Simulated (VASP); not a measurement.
# SnSe (Fm-3m) in VASP: phonons with PBE+D3(BJ)

Aim: the phonons of SnSe with PBE+D3(BJ).

All numbers are computed with VASP 6.6.1; they aren't measurements. Logs are shortened: lines on timing, memory, paths and dates and some standing lists are left out, and cuts for length are marked.

## 1. The cell of the first run

The structure is cubic, space group Fm-3m (No. 225). Conventional cell: a = 5.666 Å, b = 5.666 Å, c = 5.666 Å, α = 90.00°, β = 90.00°, γ = 90.00°. Sn (site symmetry m-3m) has 6 Se at 2.83 Å within 3.7 Å. Within 3.7 Å of Se (site symmetry m-3m) lie 6 Sn at 2.83 Å.

## 2. Phonons, PBE+D3(BJ)

INCAR

```
SYSTEM = SnSe
ALGO = Normal ; EDIFF = 1E-8
ENCUT = 520 ; GGA = PE
IBRION = 6 ; ISIF = 2
ISMEAR = 0 ; IVDW = 12
LASPH = .TRUE. ; LCHARG = .FALSE.
LREAL = .FALSE. ; LWAVE = .FALSE.
NELM = 60 ; NFREE = 2
NSW = 1 ; POTIM = 0.015
PREC = Accurate ; SIGMA = 0.01
```

KPOINTS

```
k-points
0
G
  12 12 12
  0 0 0
```

POSCAR

```
SnSe
1.0
    0.0000000000      2.8330220025      2.8330220025
    2.8330220025      0.0000000000      2.8330220025
    2.8330220025      2.8330220025      0.0000000000
Sn Se
1 1
Direct
    0.0000000000      0.0000000000      0.0000000000
    0.5000000000      0.5000000000      0.5000000000
```

Potentials or basis: VASP PAW PBE potentials, release 64 (Sn_d, Se).

On the command line:

```bash
$ cat potpaw_PBE.64/Sn_d/POTCAR potpaw_PBE.64/Se/POTCAR > POTCAR
$ mpirun -np 1 vasp_std > vasp.out
```

OUTCAR:

```text
SYSTEM = SnSe
   EDIFF = 1E-8
   ENCUT = 520
   GGA = PE
   IBRION = 6
   ISIF = 2
   ISMEAR = 0
   IVDW = 12
   LASPH = .TRUE.
   LREAL = .FALSE.
   NELM = 60
   NFREE = 2
   NSW = 1
   POTIM = 0.015
   PREC = Accurate
 IVDW          = 12

 ion  position               nearest neighbor table
   1  0.000  0.000  0.000-   2 2.83   2 2.83   2 2.83   2 2.83   2 2.83   2 2.83
   2  0.500  0.500  0.500-   1 2.83   1 2.83   1 2.83   1 2.83   1 2.83   1 2.83

  LATTYP: Found a face centered cubic cell.
 ALAT       =     5.6660440050

  Lattice vectors:

 A1 = (   0.0000000000,   2.8330220025,   2.8330220025)
 A2 = (   2.8330220025,   0.0000000000,   2.8330220025)
 A3 = (   2.8330220025,   2.8330220025,   0.0000000000)

Analysis of symmetry for initial positions (statically):
=====================================================================
 Subroutine PRICEL returns:
 Original cell was already a primitive cell.

 Routine SETGRP: Setting up the symmetry group for a
 face centered cubic supercell.

 Subroutine GETGRP returns: Found 48 space group operations
 (whereof 48 operations were pure point group operations)
 out of a pool of 48 trial point group operations.

The static configuration has the point symmetry O_h .

Analysis of symmetry for dynamics (positions and initial velocities):
=====================================================================
 Subroutine PRICEL returns:
 Original cell was already a primitive cell.

 Routine SETGRP: Setting up the symmetry group for a
 face centered cubic supercell.

 Subroutine GETGRP returns: Found 48 space group operations
 (whereof 48 operations were pure point group operations)
 out of a pool of 48 trial point group operations.

The dynamic configuration has the point symmetry O_h .

 Subroutine INISYM returns: Found 48 space group operations
 (whereof 48 operations are pure point group operations),
 and found     1 'primitive' translations

----------------------------------------------------------------------------------------

                                     Primitive cell

  volume of cell :      45.4757

  direct lattice vectors                    reciprocal lattice vectors
     0.000000000  2.833022002  2.833022002    -0.176489981  0.176489981  0.176489981
     2.833022002  0.000000000  2.833022002     0.176489981 -0.176489981  0.176489981
     2.833022002  2.833022002  0.000000000     0.176489981  0.176489981 -0.176489981

[... 132 lines left out ...]

  energy without entropy =       -7.80857245  energy(sigma->0) =       -7.80857245

------------------------ aborting loop because EDIFF is reached ----------------------------------------

 Edisp (eV)   -0.85104

 E8    (eV) :    -0.3829
[... 151 lines left out ...]
--------------------------------------- Ionic step        5  -------------------------------------------

 number of electron      20.0000002 magnetization

 Free energy of the ion-electron system (eV)
  ---------------------------------------------------
  ext. energy  EPLUGINS =         0.00000000
  ---------------------------------------------------
  free energy    TOTEN  =        -7.80830005 eV

  energy without entropy =       -7.80830005  energy(sigma->0) =       -7.80830005

 E-fermi :   8.1666     XC(G=0): -10.4528

 val. band max:        8.0843561027   @ k =   0.0000  -0.2500   0.1667
 cond. band min:       8.2164594895   @ k =  -0.4167   0.0833   0.0000
 fundamental gap:      0.1321033868
 Fermi energy:         8.1666497523

 k-point     1 :       0.0000    0.0000    0.0000
  band No.  band energies     occupation
      1     -13.8508      2.00000
      2     -13.8508      2.00000
      3     -13.8430      2.00000
      4     -13.8430      2.00000
      5     -13.8430      2.00000
      6      -7.4696      2.00000
      7       3.4228      2.00000
      8       5.0440      2.00000
      9       5.0449      2.00000
     10       5.0449      2.00000
     11      12.8121      0.00000
     12      12.8121      0.00000
     13      12.8191      0.00000
     14      13.4082      0.00000
[... 377 lines left out ...]
      1     -13.8788      2.00000
      2     -13.8629      2.00000
      3     -13.8357      2.00000
      4     -13.8219      2.00000
      5     -13.8167      2.00000
      6      -5.9433      2.00000
      7      -0.9988      2.00000
      8       3.4936      2.00000
      9       4.8607      2.00000
     10       6.8416      2.00000
     11       9.3223      0.00000
     12       9.7200      0.00000
     13      12.0209      0.00000
     14      15.5273      0.00000

 [... further k-points ...]

------------------------ aborting loop because EDIFF is reached ----------------------------------------

 Edisp (eV)   -0.85104

 E8    (eV) :    -0.3829
[... 25 lines left out ...]
  FREE ENERGIE OF THE ION-ELECTRON SYSTEM (eV)
  ---------------------------------------------------
  free  energy   TOTEN  =        -8.6593382143 eV

  energy  without entropy=       -8.6593382143  energy(sigma->0) =       -8.65933821

 INTERNAL STRAIN TENSORS FROM DISPLACED ATOMS
 ============================================

 INTERNAL STRAIN TENSOR FOR ION    1 for displacements in x,y,z  (eV/Angst):
          X           Y           Z          XY          YZ          ZX
  --------------------------------------------------------------------------------
  x     0.00000     0.00000     0.00000     0.00000     0.00000     0.00000
  y     0.00000     0.00000     0.00000     0.00000     0.00000     0.00000
  z     0.00000     0.00000     0.00000     0.00000     0.00000     0.00000

 INTERNAL STRAIN TENSOR FOR ION    2 for displacements in x,y,z  (eV/Angst):
          X           Y           Z          XY          YZ          ZX
  --------------------------------------------------------------------------------
  x     0.00000     0.00000     0.00000     0.00000     0.00000     0.00000
  y     0.00000     0.00000     0.00000     0.00000     0.00000     0.00000
  z     0.00000     0.00000     0.00000     0.00000     0.00000     0.00000

 Eigenvectors and eigenvalues of the dynamical matrix
 ----------------------------------------------------

   1 f  =    3.521984 THz    22.129276 2PiTHz  117.480732 cm-1    14.565748 meV
             X         Y         Z           dx          dy          dz
      0.000000  0.000000  0.000000     0.000000    0.631539    0.000000
      2.833022  2.833022  2.833022     0.000000   -0.775344    0.000000
[... 21 lines left out ...]
   6 f/i=    0.002203 THz     0.013842 2PiTHz    0.073485 cm-1     0.009111 meV
             X         Y         Z           dx          dy          dz
      0.000000  0.000000  0.000000     0.000000    0.000000    0.775344
      2.833022  2.833022  2.833022     0.000000    0.000000    0.631539

 ELASTIC MODULI CONTR FROM IONIC RELAXATION (kBar)
 Direction    XX          YY          ZZ          XY          YZ          ZX
 --------------------------------------------------------------------------------
 XX           0.0000      0.0000      0.0000      0.0000      0.0000      0.0000
 YY           0.0000      0.0000      0.0000      0.0000      0.0000      0.0000
 ZZ           0.0000      0.0000      0.0000      0.0000      0.0000      0.0000
 XY           0.0000      0.0000      0.0000      0.0000      0.0000      0.0000
 YZ           0.0000      0.0000      0.0000      0.0000      0.0000      0.0000
 ZX           0.0000      0.0000      0.0000      0.0000      0.0000      0.0000
 --------------------------------------------------------------------------------
```

OSZICAR:

```text
N       E                     dE             d eps       ncg     rms          rms(c)
DAV:   1     0.130399766426E+03    0.13040E+03   -0.10219E+04  2058   0.188E+03
DAV:   2     0.366714947675E+01   -0.12673E+03   -0.12453E+03  2124   0.402E+02
[... 46 lines left out ...]
DAV:   2    -0.780835419120E+01   -0.18277E-02   -0.19399E-02  5164   0.894E-01    0.503E-02
DAV:   3    -0.780830915463E+01    0.45037E-04   -0.20598E-04  5448   0.116E-01    0.279E-02
DAV:   4    -0.780829950625E+01    0.96484E-05   -0.65983E-05  5056   0.505E-02    0.898E-03
DAV:   5    -0.780830006252E+01   -0.55626E-06   -0.92967E-06  4918   0.198E-02    0.554E-03
DAV:   6    -0.780830007345E+01   -0.10928E-07   -0.25765E-07  5738   0.389E-03    0.372E-03
DAV:   7    -0.780830004108E+01    0.32367E-07   -0.78269E-08  4864   0.226E-03    0.237E-04
DAV:   8    -0.780830004571E+01   -0.46334E-08   -0.72981E-09  2696   0.730E-04
   5 F= -.86593382E+01 E0= -.86593382E+01  d E =-.107651E-14
```

Run time: 2 min. Hardware: 1 thread of Intel Xeon 6975P-C (Granite Rapids), shared host; peak memory 0.33 GiB.

What came out:

```yaml
Highest_phonon_frequency_at_Γ_LO-TO_splitting_left_out: 117 cm⁻¹
Dispersion_energy_per_atom: -0.426 eV
```

Phonon frequencies in cm⁻¹ (negative: imaginary):
| q point | frequencies |
| --- | --- |
| (0.000, 0.000, 0.000) | 0 0 0 117 117 117 |

Caveat: the cell stands under pressure or tension, which shifts response properties; spin-orbit coupling is left out, which moves the levels of the heavy elements.
